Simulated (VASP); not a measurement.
# W in VASP: further runs, part 2 of 2

VASP 6.6.1.

### Step 4. Electric field gradients, PBE+D3(BJ)

This run uses another cell than the first one, of 15.66 Å³/atom, 0.960 times its volume.

INCAR reads:

```
SYSTEM = W
PREC     = Accurate       ! precision mode
ENCUT    = 520            ! plane-wave cutoff, eV
EDIFF    = 1E-8           ! SCF threshold, eV
ISMEAR   = -1             ! smearing method
SIGMA    = 0.03           ! smearing width, eV
LREAL    = .FALSE.        ! projectors in reciprocal space
LASPH    = .TRUE.         ! aspherical terms in the spheres
NELM     = 80             ! most SCF steps
ALGO     = Normal         ! electronic algorithm
ISIF     = 2              ! what is computed and relaxed
LWAVE    = .FALSE.        ! write WAVECAR
LCHARG   = .FALSE.        ! write CHGCAR
GGA      = PE             ! functional
IVDW     = 12             ! dispersion correction
LEFG     = .TRUE.       
NBANDS   = 13             ! bands
```

KPOINTS reads:

```
Automatic mesh
0
G
  14 14 14
  0 0 0
```

POSCAR reads:

```
W
1.0
   -1.5653540000      1.5653540000      1.5973000000
    1.5653540000     -1.5653540000      1.5973000000
    1.5653540000      1.5653540000     -1.5973000000
W
1
Direct
    0.0000000000      0.0000000000      0.0000000000
```

Potentials or basis: VASP PAW PBE potentials, release 64 (W_sv).

On the command line:

```bash
cat potpaw_PBE.64/W_sv/POTCAR > POTCAR
mpirun -np 1 vasp_std > vasp.out
```

OUTCAR:

```text
SYSTEM = W
   PREC = Accurate
   ENCUT = 520
   EDIFF = 1E-8
   ISMEAR = -1
   LREAL = .FALSE.
   LASPH = .TRUE.
   NELM = 80
   ISIF = 2
   GGA = PE
   IVDW = 12
 IVDW          = 12

 ion  position               nearest neighbor table
   1  0.000  0.000  0.000-

  LATTYP: Found a body centered tetragonal cell.
 ALAT       =     3.1307080000
 C/A-ratio  =     1.0204081633

  Lattice vectors:

 A1 = (  -1.5653540000,   1.5653540000,   1.5973000000)
[... 594 lines left out ...]
    total drift:                                0.000000     -0.000000      0.000000

  FREE ENERGIE OF THE ION-ELECTRON SYSTEM (eV)
  ---------------------------------------------------
  free  energy   TOTEN  =       -13.6316555447 eV

  energy  without entropy=      -13.6292606599  energy(sigma->0) =      -13.63045810

 Electric field gradients (V/A^2)
---------------------------------------------------------------------
 ion       V_xx      V_yy      V_zz      V_xy      V_xz      V_yz
---------------------------------------------------------------------
   1      -3.564    -3.564     7.129     0.001     0.001     0.001
---------------------------------------------------------------------

 Electric field gradients after diagonalization (V/A^2)
 (convention: |V_zz| > |V_xx| > |V_yy|)
----------------------------------------------------------------------
 ion       V_xx      V_yy      V_zz     asymmetry (V_yy - V_xx)/ V_zz
----------------------------------------------------------------------
   1      -3.565    -3.564     7.129       0.000
----------------------------------------------------------------------

           NMR quadrupolar parameters

 Cq : quadrupolar parameter    Cq=e*Q*V_zz/h
 eta: asymmetry parameters     (V_yy - V_xx)/ V_zz
 Q  : nuclear electric quadrupole moment in mb (millibarn)
----------------------------------------------------------------------
 ion       Cq(MHz)       eta       Q (mb)
----------------------------------------------------------------------
   1       0.017       0.000       1.000
----------------------------------------------------------------------
```

OSZICAR:

```text
N       E                     dE             d eps       ncg     rms          rms(c)
DAV:   1     0.845501622412E+02    0.84550E+02   -0.74791E+03  6386   0.123E+03
DAV:   2    -0.119020952962E+02   -0.96452E+02   -0.92581E+02  7159   0.316E+02
DAV:   3    -0.135321626965E+02   -0.16301E+01   -0.16236E+01  6929   0.398E+01
DAV:   4    -0.135387211400E+02   -0.65584E-02   -0.65583E-02  7119   0.277E+00
DAV:   5    -0.135387724031E+02   -0.51263E-04   -0.51262E-04  7024   0.233E-01    0.214E+01
DAV:   6    -0.130617144581E+02    0.47706E+00   -0.39062E-01  6609   0.844E+00    0.872E+00
DAV:   7    -0.129314320182E+02    0.13028E+00   -0.21636E-01  7034   0.598E+00    0.639E-01
DAV:   8    -0.129274184928E+02    0.40135E-02   -0.43772E-03  6479   0.867E-01    0.861E-02
DAV:   9    -0.129273764590E+02    0.42034E-04   -0.10733E-04  7314   0.130E-01    0.440E-02
DAV:  10    -0.129273691944E+02    0.72646E-05   -0.14480E-05  6794   0.532E-02    0.405E-03
DAV:  11    -0.129273697955E+02   -0.60112E-06   -0.28139E-07  6784   0.640E-03    0.529E-04
DAV:  12    -0.129273696161E+02    0.17940E-06   -0.49892E-09  4962   0.916E-04    0.640E-05
DAV:  13    -0.129273696036E+02    0.12533E-07   -0.44212E-10  3482   0.299E-04    0.322E-05
DAV:  14    -0.129273696018E+02    0.18251E-08   -0.74578E-11  3317   0.119E-04
   1 F= -.13631656E+02 E0= -.13630458E+02  d E =-.239488E-02
```

stdout:

```text
POSCAR found type information on POSCAR W
 POSCAR found :  1 types and       1 ions
 scaLAPACK will be used
 LDA part: xc-table for (Slater+PW92), standard interpolation
 POSCAR, INCAR and KPOINTS ok, starting setup
 FFT: planning ... GRIDC
 FFT: planning ... GRID_SOFT
 FFT: planning ... GRID
 WAVECAR not read
 entering main loop
ion   1
```

Run time: 64 s. Hardware: 1 thread of Intel Xeon 8259CL, shared host; peak memory 0.17 GiB.

Results:

```yaml
Free_energy: -13.6317 eV
Pressure: 3.3 GPa
Band_gap_on_the_k_mesh: zero (band 7 reaches 16.82 eV, above the bottom of band 8 at 10.52 eV)
Dispersion_energy_per_atom: -0.704 eV
```

Levels at points of the mesh, in eV from the Fermi level:
| k point | band 4 | band 5 | band 6 | band 7 | band 8 | band 9 | band 10 | band 11 |
| --- | --- | --- | --- | --- | --- | --- | --- | --- |
| (0.00, 0.00, 0.00) | -37.81 | -9.80 | -1.43 | -1.43 | -1.16 | 2.01 | 2.37 | 14.20 |
| (0.50, 0.00, 0.00) | -37.81 | -6.45 | -3.63 | 0.58 | 1.94 | 3.07 | 6.14 | 11.14 |
| (0.50, 0.50, 0.00) | -37.83 | -6.45 | -3.91 | 0.74 | 2.34 | 3.21 | 6.21 | 11.30 |
| (0.50, 0.50, 0.50) | -38.73 | -6.06 | -6.00 | 5.10 | 5.19 | 5.19 | 7.89 | 8.44 |

Electric field gradients, principal values (V/Å²):
```
atom   least  middle  greatest (by size)
 1 W  -3.564  -3.565               7.129
```

Caveat: without QUAD_EFG the Cq values of the log hold for a quadrupole moment of 1 mb, not for the nuclei; spin-orbit coupling is left out, which moves the levels of the heavy elements; pairwise dispersion overbinds metals, which lowers pressure and volume.

### Step 5. Electric field gradients, PBE (equal xy, yz and zx shear strains of +3 %)

INCAR reads:

```
SYSTEM = W
ALGO = Normal
EDIFF = 1E-8
ENCUT = 520
GGA = PE
ISIF = 2
ISMEAR = -1
LASPH = .True.
LCHARG = .False.
LEFG = .True.
LREAL = .False.
LWAVE = .False.
NBANDS = 13
NELM = 60
PREC = Accurate
SIGMA = 0.03
```

KPOINTS reads:

```
k-points
0
Gamma
  14 14 14
  0 0 0
```

POSCAR reads:

```
W
1.0
   -1.5493810000      1.5973000000      1.5973000000
    1.5973000000     -1.5493810000      1.5973000000
    1.5973000000      1.5973000000     -1.5493810000
W
1
Direct
    0.0000000000      0.0000000000      0.0000000000
```

Potentials or basis: VASP PAW PBE potentials, release 64 (W_sv).

On the command line:

```bash
cat potpaw_PBE.64/W_sv/POTCAR > POTCAR
mpirun -np 1 vasp_std > vasp.out
```

OUTCAR:

```text
SYSTEM = W
   EDIFF = 1E-8
   ENCUT = 520
   GGA = PE
   ISIF = 2
   ISMEAR = -1
   LASPH = .True.
   LREAL = .False.
   NELM = 60
   PREC = Accurate

 ion  position               nearest neighbor table
   1  0.000  0.000  0.000-

  LATTYP: Found a trigonal (rhomboedric) cell.
 ALAT       =     2.7392181482
 COS(alpha) =    -0.3196300452

  Lattice vectors:

 A1 = (  -1.5493810000,   1.5973000000,   1.5973000000)
 A2 = (   1.5973000000,  -1.5493810000,   1.5973000000)
 A3 = (   1.5973000000,   1.5973000000,  -1.5493810000)

Analysis of symmetry for initial positions (statically):
=====================================================================
 Subroutine PRICEL returns:
 Original cell was already a primitive cell.

 Routine SETGRP: Setting up the symmetry group for a
 trigonal (rhombohedral) supercell.

 Subroutine GETGRP returns: Found 12 space group operations
 (whereof 12 operations were pure point group operations)
 out of a pool of 12 trial point group operations.

The static configuration has the point symmetry D_3d.

Analysis of symmetry for dynamics (positions and initial velocities):
=====================================================================
 Subroutine PRICEL returns:
 Original cell was already a primitive cell.

 Routine SETGRP: Setting up the symmetry group for a
 trigonal (rhombohedral) supercell.

 Subroutine GETGRP returns: Found 12 space group operations
 (whereof 12 operations were pure point group operations)
 out of a pool of 12 trial point group operations.

The dynamic configuration has the point symmetry D_3d.

 Subroutine INISYM returns: Found 12 space group operations
[... 153 lines left out ...]
      3     -26.7343      2.00000
      4     -26.7343      2.00000
      5       1.5699      2.00000
      6       9.5675      2.00000
      7       9.5675      2.00000
      8      10.3854      2.00000
      9      13.3020      0.00000
     10      13.3020      0.00000
     11      25.2528      0.00000
     12      25.2528      0.00000
     13      26.0533      0.00000
[... 354 lines left out ...]
  band No.  band energies     occupation
      1     -63.0794      2.00000
      2     -27.6568      2.00000
      3     -27.1276      2.00000
      4     -26.8248      2.00000
      5       5.4280      2.00000
      6       7.9767      2.00000
      7       9.0514      2.00000
      8      12.8387      0.00000
      9      14.2638      0.00000
     10      15.6601      0.00000
     11      22.9039      0.00000
     12      25.3099      0.00000
     13      28.4665      0.00000

 [... further k-points ...]
[... 5 lines left out ...]
  --------------------------------------------------------------------------------------
  -------------------------------------------------------------------------------------
  Total       -0.1983525     -0.1983525     -0.1983525     -0.3825629     -0.3825629     -0.3825629
  in kB      -19.5082852    -19.5082852    -19.5082852    -37.6256712    -37.6256712    -37.6256712
  external PRESSURE =     -19.5082852 kB  Pullay stress =       0.0000000 kB

 VOLUME and BASIS-vectors are now :
 -----------------------------------------------------------------------------
  energy-cutoff  :      520.00
  volume of cell :       16.29
      direct lattice vectors                 reciprocal lattice vectors
    -1.549381000  1.597300000  1.597300000    -0.009256170  0.308538993  0.308538993
     1.597300000 -1.549381000  1.597300000     0.308538993 -0.009256170  0.308538993
     1.597300000  1.597300000 -1.549381000     0.308538993  0.308538993 -0.009256170

 POSITION                                       TOTAL-FORCE (eV/Angst)
 -----------------------------------------------------------------------------------
      0.00000      0.00000      0.00000        -0.000000      0.000000      0.000000
 -----------------------------------------------------------------------------------
    total drift:                                0.000000     -0.000000      0.000000

  FREE ENERGIE OF THE ION-ELECTRON SYSTEM (eV)
  ---------------------------------------------------
  free  energy   TOTEN  =       -12.9292771679 eV

  energy  without entropy=      -12.9267296434  energy(sigma->0) =      -12.92800341

 Electric field gradients (V/A^2)
---------------------------------------------------------------------
 ion       V_xx      V_yy      V_zz      V_xy      V_xz      V_yz
---------------------------------------------------------------------
   1      -0.000    -0.000     0.000    -1.108    -1.108    -1.108
---------------------------------------------------------------------

 Electric field gradients after diagonalization (V/A^2)
 (convention: |V_zz| > |V_xx| > |V_yy|)
----------------------------------------------------------------------
 ion       V_xx      V_yy      V_zz     asymmetry (V_yy - V_xx)/ V_zz
----------------------------------------------------------------------
   1       1.108     1.108    -2.215       0.000
----------------------------------------------------------------------

           NMR quadrupolar parameters

 Cq : quadrupolar parameter    Cq=e*Q*V_zz/h
 eta: asymmetry parameters     (V_yy - V_xx)/ V_zz
 Q  : nuclear electric quadrupole moment in mb (millibarn)
----------------------------------------------------------------------
 ion       Cq(MHz)       eta       Q (mb)
----------------------------------------------------------------------
   1      -0.005       0.000       1.000
----------------------------------------------------------------------
```

OSZICAR:

```text
N       E                     dE             d eps       ncg     rms          rms(c)
DAV:   1     0.845708950442E+02    0.84571E+02   -0.74264E+03  7520   0.122E+03
DAV:   2    -0.118749301907E+02   -0.96446E+02   -0.92695E+02  8433   0.317E+02
DAV:   3    -0.135632944563E+02   -0.16884E+01   -0.16823E+01  8208   0.403E+01
DAV:   4    -0.135704213661E+02   -0.71269E-02   -0.71267E-02  8278   0.290E+00
DAV:   5    -0.135704826456E+02   -0.61279E-04   -0.61280E-04  8258   0.253E-01    0.199E+01
DAV:   6    -0.130638604530E+02    0.50662E+00   -0.43267E-01  7728   0.874E+00    0.780E+00
DAV:   7    -0.129332396247E+02    0.13062E+00   -0.22404E-01  8288   0.597E+00    0.706E-01
DAV:   8    -0.129293594475E+02    0.38802E-02   -0.44487E-03  7658   0.870E-01    0.101E-01
DAV:   9    -0.129292829738E+02    0.76474E-04   -0.14494E-04  8583   0.149E-01    0.412E-02
DAV:  10    -0.129292768292E+02    0.61447E-05   -0.14664E-05  7973   0.520E-02    0.326E-03
DAV:  11    -0.129292774224E+02   -0.59324E-06   -0.32228E-07  8038   0.681E-03    0.732E-04
DAV:  12    -0.129292771912E+02    0.23121E-06   -0.78769E-09  6089   0.125E-03    0.130E-04
DAV:  13    -0.129292771799E+02    0.11298E-07   -0.97679E-10  4089   0.424E-04    0.481E-05
DAV:  14    -0.129292771655E+02    0.14432E-07   -0.19346E-10  3849   0.191E-04    0.959E-06
DAV:  15    -0.129292771679E+02   -0.24183E-08   -0.41940E-11  3819   0.916E-05
   1 F= -.12929277E+02 E0= -.12928003E+02  d E =-.254752E-02
```

Wall time 79 s (1 thread of Intel Xeon 8259CL, shared host); peak memory 0.17 GiB.

Results:

| Property | Result |
| --- | --- |
| Free energy | -12.9293 eV |
| Pressure | -2.0 GPa |
| Band gap on the k mesh | zero (band 7 reaches 15.35 eV, above the bottom of band 8 at 10.23 eV) |

Electric field gradients, principal values (V/Å²):
```tsv
atom	least	middle	greatest (by size)
1 W	1.108	1.108	-2.215
```

Caveat: the cell differs from its parent crystal (equal xy, yz and zx shear strains of +3 %); without QUAD_EFG the Cq values of the log hold for a quadrupole moment of 1 mb, not for the nuclei; spin-orbit coupling is left out, which moves the levels of the heavy elements.

### Step 6. Summary

| level | spin | U | cell | k mesh | gap on the mesh (eV) | pressure (GPa) |
| --- | --- | --- | --- | --- | --- | --- |
| r2SCAN+U | collinear, ferromagnetic start | W d U = 4.0 eV | a = 2.767 Å, angles 109.5°, 1 atom | 21 × 21 × 21 | none | 5.6 |
| PBE | off | - | a = 2.730 Å, angles 110.0, 110.0, 108.4°, 1 atom | 14 × 14 × 14 | none | 10.7 |
| PBE+D3(BJ) | off | - | a = 2.730 Å, angles 110.0, 110.0, 108.4°, 1 atom | 14 × 14 × 14 | none | 3.3 |
| PBE | off | - | a = 2.739 Å, angles 108.6°, 1 atom | 14 × 14 × 14 | none | -2.0 |

Alike in all rows: task electric field gradients; potentials or basis VASP PAW PBE potentials, release 64 (W_sv); cutoff (eV) 520; smearing fermi-dirac 0.03 eV.

Caveats: spin-orbit coupling is left out, which moves the levels of the heavy elements; the PAW data sets were made with another functional, which shifts forces and pressure a little (some runs); the U is typed as a test and isn't derived for this compound (some runs); pairwise dispersion overbinds metals, which lowers pressure and volume (some runs).

Absolute energies hang on the potentials; compare differences alone.
